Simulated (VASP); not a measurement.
Wanted: the native input for a VASP 6.6.1 run.

```
Task                   : single point
Functional             : LDA
Potentials or basis    : VASP PAW LDA potentials, release 64 (Ba_sv, Rh_pv, O)
Cutoff                 : 520 eV
k mesh                 : 9 × 9 × 9
Occupations            : fermi-dirac, width 0.02 eV
Spin                   : no spin polarisation
Dipole correction      : no
Further INCAR settings : ALGO = Normal; EDIFF = 1e-06; NBANDS = 30
```

The structure of BaRhO3 lies in POSCAR:

```
BaRhO3
1.0
    4.1217463333      0.0000000000      0.0000000000
    0.0000000000      4.1217463333      0.0000000000
    0.0000000000      0.0000000000      4.0403984474
Ba Rh O
1 1 3
Direct
    0.0000000000      0.0000000000      0.0000000000
    0.5000000000      0.5000000000      0.5000000000
    0.5000000000      0.0000000000      0.5000000000
    0.0000000000      0.5000000000      0.5000000000
    0.5000000000      0.5000000000      0.0000000000
```

One way to write it, as run:

INCAR

```
ALGO = Normal
EDIFF = 1E-6
ENCUT = 520
ISIF = 2
ISMEAR = -1
LASPH = True
LCHARG = False
LREAL = False
LWAVE = False
NBANDS = 30
NELM = 60
PREC = Accurate
SIGMA = 0.02
```

KPOINTS

```
k-points
0
Gamma
  9 9 9
```

Potentials or basis: VASP PAW LDA potentials, release 64 (Ba_sv, Rh_pv, O).

Command:

```console
$ cat potpaw_LDA.64/Ba_sv/POTCAR potpaw_LDA.64/Rh_pv/POTCAR potpaw_LDA.64/O/POTCAR > POTCAR
$ mpirun -np 1 vasp_std > vasp.out
```

It gave:

| Item | Value |
| --- | --- |
| Pressure | -14.5 GPa |
| Band gap on the k mesh | zero (an odd number of electrons rules out a gap without spin polarisation) |

Caveat: the cell stands under tension; spin-orbit coupling is left out, which moves the levels of the heavy elements; an odd number of electrons without spin polarisation forces a metal; a magnetic or distorted state may lie lower.

Wall time 81 s on 1 thread of Intel Xeon 8259CL, with other jobs on the host, peak memory 0.27 GiB.
